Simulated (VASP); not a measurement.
# TaN (P-62m) in VASP: further runs, part 2 of 2

VASP 6.6.1. Earlier steps stand in the parts before.

## (4) Relaxation of cell and atoms, PBEsol+D4

Contents of INCAR:

```
PREC = Accurate
ENCUT = 600
EDIFF = 1E-6
ISMEAR = -1
SIGMA = 0.05
LREAL = F
LASPH = T
NELM = 60
ALGO = Normal
ISIF = 3
LWAVE = F
LCHARG = F
GGA = PS
IVDW = 13
IBRION = 2
NSW = 60
EDIFFG = -0.01
```

Contents of KPOINTS:

```
Automatic mesh
0
Gamma
  6 6 9
```

Contents of POSCAR:

```
TaN
1.0
    5.1960000000      0.0000000000      0.0000000000
   -2.5980000000      4.4998679981      0.0000000000
    0.0000000000      0.0000000000      2.9110000000
Ta N
3 3
Direct
    0.0000000000      0.0000000000      0.0000000000
    0.6666666667      0.3333333333      0.5000000000
    0.3333333333      0.6666666667      0.5000000000
    0.0000000000      0.3928500000      0.0000000000
    0.6071500000      0.6071500000      0.0000000000
    0.3928500000      0.0000000000      0.0000000000
```

Potentials or basis: VASP PAW PBE potentials, release 64 (Ta_pv, N).

The run is started by

```
> cat potpaw_PBE.64/Ta_pv/POTCAR potpaw_PBE.64/N/POTCAR > POTCAR
> mpirun -np 1 vasp_std > vasp.out
```

OUTCAR:

```text
PREC = Accurate
   ENCUT = 600
   EDIFF = 1E-6
   ISMEAR = -1
   LREAL = F
   LASPH = T
   NELM = 60
   ISIF = 3
   GGA = PS
   IVDW = 13
   IBRION = 2
   NSW = 60
   EDIFFG = -0.01

 ion  position               nearest neighbor table
   1  0.000  0.000  0.000-   6 2.04   5 2.04   4 2.04   3 3.33   2 3.33   2 3.33   3 3.33   2 3.33
                             2 3.33   3 3.33   3 3.33   2 3.33   2 3.33   3 3.33   3 3.33
   2  0.667  0.333  0.500-   4 2.16   4 2.16   6 2.16   6 2.16   5 2.16   5 2.16   3 3.00   3 3.00
                             3 3.00   1 3.33   1 3.33   1 3.33   1 3.33   1 3.33   1 3.33
   3  0.333  0.667  0.500-   6 2.16   6 2.16   4 2.16   4 2.16   5 2.16   5 2.16   2 3.00   2 3.00
                             2 3.00   1 3.33   1 3.33   1 3.33   1 3.33   1 3.33   1 3.33
   4  0.000  0.393  0.000-   1 2.04   2 2.16   2 2.16   3 2.16   3 2.16
   5  0.607  0.607  0.000-   1 2.04   3 2.16   3 2.16   2 2.16   2 2.16
   6  0.393  0.000  0.000-   1 2.04   3 2.16   3 2.16   2 2.16   2 2.16

  LATTYP: Found a hexagonal cell.
 ALAT       =     5.1960000000
 C/A-ratio  =     0.5602386451

[... 496 lines left out ...]

 number of electron      48.0000002 magnetization

 Free energy of the ion-electron system (eV)
  ---------------------------------------------------
  ext. energy  EPLUGINS =         0.00000000
  ---------------------------------------------------
  free energy    TOTEN  =       -71.44593548 eV

  energy without entropy =      -71.43924908  energy(sigma->0) =      -71.44259228

 E-fermi :   8.3463     XC(G=0): -13.2524

 val. band max:        8.3322441144   @ k =   0.0000   0.0000   0.2222
 cond. band min:       8.3483644626   @ k =   0.1667   0.0000   0.2222
 fundamental gap:      0.0161203482
 Fermi energy:         8.3462623399

 k-point     1 :       0.0000    0.0000    0.0000
  band No.  band energies     occupation
      1     -27.8142      2.00000
      2     -27.8142      2.00000
      3     -27.4451      2.00000
      4     -27.4451      2.00000
      5     -27.2473      2.00000
      6     -27.1323      2.00000
[... 733 lines left out ...]
     27      10.5661      0.00000
     28      10.7154      0.00000

 [... further k-points ...]

------------------------ aborting loop because EDIFF is reached ----------------------------------------

  DFT-D4 for vdW energy calculation

  Edisp (eV):   -1.05788
[... 29 lines left out ...]
  FREE ENERGIE OF THE ION-ELECTRON SYSTEM (eV)
  ---------------------------------------------------
  free  energy   TOTEN  =       -72.5038198989 eV

  energy  without entropy=      -72.4971334980  energy(sigma->0) =      -72.50047670

 reached required accuracy - stopping structural energy minimisation
```

CONTCAR:

```text
TaN
   1.00000000000000
     5.1721719267566515   -0.0000000000000000   -0.0000000000000000
    -2.5860859633783257    4.4792322813475280   -0.0000000000000000
    -0.0000000000000000    0.0000000000000000    2.8882321129682178
  Ta              N
     3     3
Direct
     0.0000000000000000    0.0000000000000000    1.0000000000000000
     0.6666666667000030    0.3333333332999970    0.5000000000000000
     0.3333333332999970    0.6666666667000030    0.5000000000000000
     0.0000000000000000    0.3934949757751355    0.0000000000000000
     0.6065050242248644    0.6065050242248645    0.0000000000000000
     0.3934949757751355    0.0000000000000000    0.0000000000000000

  0.00000000E+00  0.00000000E+00  0.00000000E+00
  0.00000000E+00  0.00000000E+00  0.00000000E+00
  0.00000000E+00  0.00000000E+00  0.00000000E+00
  0.00000000E+00  0.00000000E+00  0.00000000E+00
  0.00000000E+00  0.00000000E+00  0.00000000E+00
  0.00000000E+00  0.00000000E+00  0.00000000E+00
```

It took 9.2 min on 1 thread of AMD EPYC 7R13, shared host; peak memory 0.22 GiB.

What came out:

```yaml
Free_energy: -72.5038 eV
Relaxed_volume: 11.15 Å³/atom
Relaxed_cell: a = 5.172 Å, b = 5.172 Å, c = 2.888 Å, α = 90.00°, β = 90.00°, γ = 120.00°
Space_group_after_relaxing_to_0.05_Å: P-62m (No. 189)
Energy_gained_by_relaxing: 3.6 meV/atom
Ionic_steps: 8
Pressure_after_relaxing: -0.1 GPa
Largest_force_after_relaxing: 0.003 eV/Å
Band_gap_on_the_k_mesh: zero (band 24 reaches 10.20 eV, above the bottom of band 25 at 6.98 eV)
Dispersion_energy_per_atom: -0.176 eV
```

Forces on the atoms (eV/Å):
```
Ta   0.000  0.000  0.000
Ta   0.000  0.000  0.000
Ta   0.000  0.000  0.000
N   -0.002  0.003  0.000
N   -0.002 -0.003  0.000
N    0.003  0.000  0.000
```

The path:
```
step  energy change (eV)  largest force (eV/Å)  pressure (GPa)  volume (Å³)
   1              0.0000                0.0185           -5.62        68.06
   2              0.1049                0.2042           15.44        64.22
   3             -0.0213                0.0740           -0.02        66.92
   4             -0.0213                0.0751            0.09        66.90
   5             -0.0217                0.0034            0.00        66.90
   6             -0.0218                0.0160            0.02        66.90
   7             -0.0218                0.0146            0.02        66.90
   8             -0.0218                0.0030           -0.07        66.91
```

Final structure:
```xyz
6
Lattice="5.1722 0.0000 0.0000 -2.5861 4.4792 0.0000 0.0000 0.0000 2.8882" Properties=species:S:1:pos:R:3 pbc="T T T"
Ta    0.0000    0.0000    2.8882
Ta    2.5861    1.4931    1.4441
Ta    0.0000    2.9862    1.4441
N    -1.0176    1.7626    0.0000
N     1.5685    2.7167    0.0000
N     2.0352    0.0000    0.0000
```

Caveat: the PAW data sets were made with another functional, which shifts forces and pressure a little; spin-orbit coupling is left out, which moves the levels of the heavy elements; pairwise dispersion overbinds metals, which lowers pressure and volume.

## (5) Single point, PBE

This run uses another cell than the first one, of 11.52 Å³/atom, 1.016 times its volume.

Contents of INCAR:

```
SYSTEM = TaN
PREC = Accurate
ENCUT = 520
EDIFF = 1E-7
ISMEAR = -1
SIGMA = 0.05
LREAL = .False.
LASPH = .True.
NELM = 80
ALGO = Normal
ISIF = 2
LWAVE = .False.
LCHARG = .False.
GGA = PE
NBANDS = 33
```

Contents of KPOINTS:

```
regular mesh
0
Gamma
  6 6 9
  0 0 0
```

Contents of POSCAR:

```
TaN
1.0
    5.2275932592      0.0000000000      0.0000000000
   -2.6137966296      4.5272285631      0.0000000000
    0.0000000000      0.0000000000      2.9210022472
Ta N
3 3
Direct
    0.0000000000      0.0000000000      0.0000000000
    0.6666666667      0.3333333333      0.5000000000
    0.3333333333      0.6666666667      0.5000000000
    0.0000000000      0.3924682647      0.0000000000
    0.6075317353      0.6075317353      0.0000000000
    0.3924682647      0.0000000000      0.0000000000
```

Potentials or basis: VASP PAW PBE potentials, release 64 (Ta_pv, N).

The run is started by

```
> cat potpaw_PBE.64/Ta_pv/POTCAR potpaw_PBE.64/N/POTCAR > POTCAR
> mpirun -np 1 vasp_std > vasp.out
```

OUTCAR:

```text
SYSTEM = TaN
   PREC = Accurate
   ENCUT = 520
   EDIFF = 1E-7
   ISMEAR = -1
   LREAL = .False.
   LASPH = .True.
   NELM = 80
   ISIF = 2
   GGA = PE

 ion  position               nearest neighbor table
   1  0.000  0.000  0.000-   4 2.05   5 2.05   6 2.05   3 3.35   2 3.35   2 3.35   3 3.35   3 3.35
                             3 3.35   2 3.35   2 3.35   2 3.35   2 3.35   3 3.35   3 3.35
   2  0.667  0.333  0.500-   4 2.17   4 2.17   6 2.17   6 2.17   5 2.17   5 2.17   3 3.02   3 3.02
                             3 3.02   1 3.35   1 3.35   1 3.35   1 3.35   1 3.35   1 3.35
   3  0.333  0.667  0.500-   6 2.17   6 2.17   4 2.17   4 2.17   5 2.17   5 2.17   2 3.02   2 3.02
[... 1076 lines left out ...]
  Total        0.3175159      0.3175159      0.2553275      0.0000000      0.0000000      0.0000000
  in kB        7.3588502      7.3588502      5.9175508      0.0000000      0.0000000      0.0000000
  external PRESSURE =       6.8784170 kB  Pullay stress =       0.0000000 kB

 VOLUME and BASIS-vectors are now :
 -----------------------------------------------------------------------------
  energy-cutoff  :      520.00
  volume of cell :       69.13
      direct lattice vectors                 reciprocal lattice vectors
     5.227593259  0.000000000  0.000000000     0.191292618  0.110442844  0.000000000
    -2.613796630  4.527228563  0.000000000     0.000000000  0.220885689  0.000000000
     0.000000000  0.000000000  2.921002247     0.000000000  0.000000000  0.342348247

 POSITION                                       TOTAL-FORCE (eV/Angst)
 -----------------------------------------------------------------------------------
      0.00000      0.00000      0.00000         0.000000      0.000000      0.000000
      2.61380      1.50908      1.46050         0.000000      0.000000      0.000000
     -0.00000      3.01815      1.46050        -0.000000      0.000000      0.000000
     -1.02583      1.77679      0.00000        -0.002455      0.004253      0.000000
      1.58796      2.75044      0.00000        -0.002455     -0.004253      0.000000
      2.05166      0.00000      0.00000         0.004911     -0.000000      0.000000
 -----------------------------------------------------------------------------------
    total drift:                               -0.000002     -0.000003      0.000000

  FREE ENERGIE OF THE ION-ELECTRON SYSTEM (eV)
  ---------------------------------------------------
  free  energy   TOTEN  =       -67.4916444342 eV

  energy  without entropy=      -67.4848365091  energy(sigma->0) =      -67.48824047
```

Run time: 58 s. Hardware: 1 thread of AMD EPYC 9R45 (Zen 5), shared host; peak memory 0.19 GiB.

Results:

- Free energy: -67.4916 eV
- Pressure: 0.7 GPa
- Largest force: 0.005 eV/Å
- Band gap on the k mesh: zero (band 24 reaches 9.91 eV, above the bottom of band 25 at 6.84 eV)

Forces on the atoms (eV/Å):
```
Ta   0.000  0.000  0.000
Ta   0.000  0.000  0.000
Ta   0.000  0.000  0.000
N   -0.002  0.004  0.000
N   -0.002 -0.004  0.000
N    0.005  0.000  0.000
```

Stress tensor (GPa, compression positive):
```
0.74 0.00 0.00
0.00 0.74 0.00
0.00 0.00 0.59
```

Caveat: spin-orbit coupling is left out, which moves the levels of the heavy elements.

## (6) The runs side by side

```csv
task,level,cell,cutoff (eV),gap on the mesh (eV),pressure (GPa),relaxed volume (Å³/atom)
relaxation of cell and atoms,RPBE+D4,"relaxed from a = 5.196, b = 5.196, c = 2.911 Å, angles 90.0, 90.0, 120.0°, 6 atoms",600,none,0.0,11.35
relaxation of cell and atoms,PBEsol+D3(BJ),"relaxed from a = 5.196, b = 5.196, c = 2.911 Å, angles 90.0, 90.0, 120.0°, 6 atoms",600,none,0.1,11.02
relaxation of cell and atoms,PBEsol+D4,"relaxed from a = 5.196, b = 5.196, c = 2.911 Å, angles 90.0, 90.0, 120.0°, 6 atoms",600,none,-0.1,11.15
single point,PBE,"a = 5.228, b = 5.228, c = 2.921 Å, angles 90.0, 90.0, 120.0°, 6 atoms",520,none,0.7,-
```

Alike in all rows: potentials or basis VASP PAW PBE potentials, release 64 (Ta_pv, N); no spin polarisation; k mesh 6 × 6 × 9; smearing fermi-dirac 0.05 eV.

Caveats: spin-orbit coupling is left out, which moves the levels of the heavy elements; the PAW data sets were made with another functional, which shifts forces and pressure a little (some runs); pairwise dispersion overbinds metals, which lowers pressure and volume (some runs).

Total energies depend on the potentials used, so only differences within one code and one set of settings carry meaning.
